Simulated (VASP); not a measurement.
**Na: single point with PBE**

Na:

```
Na
1.0
    -2.14100    2.14100    2.14100
     2.14100   -2.14100    2.14100
     2.14100    2.14100   -2.14100
Na
1
Cartesian
  0.0000 0.0000 0.0000
```

| Quantity | Value |
| --- | --- |
| Program | VASP 6.6.1 |
| Task | single point |
| Functional | PBE |
| Potentials or basis | VASP PAW PBE potentials, release 64 (Na_pv) |
| Cutoff | 520 eV |
| k mesh | 7 × 7 × 7 |
| Occupations | gaussian, width 0.01 eV |
| Spin | no spin polarisation |

```
Pressure               : -0.4 GPa
Band gap on the k mesh : zero (an odd number of electrons rules out a gap without spin polarisation)
```

Levels at points of the mesh, in eV from the Fermi level:
```
           k point  band 1  band 2  band 3  band 4  band 5  band 6  band 7  band 8
(0.00, 0.00, 0.00)  -24.82  -24.82  -24.82   -3.03   11.49   11.49   11.49   12.46
```

Wall time 5.4 s on 1 thread of AMD EPYC 7R13 Processor (Zen 3) (shared host), peak memory 0.12 GiB.
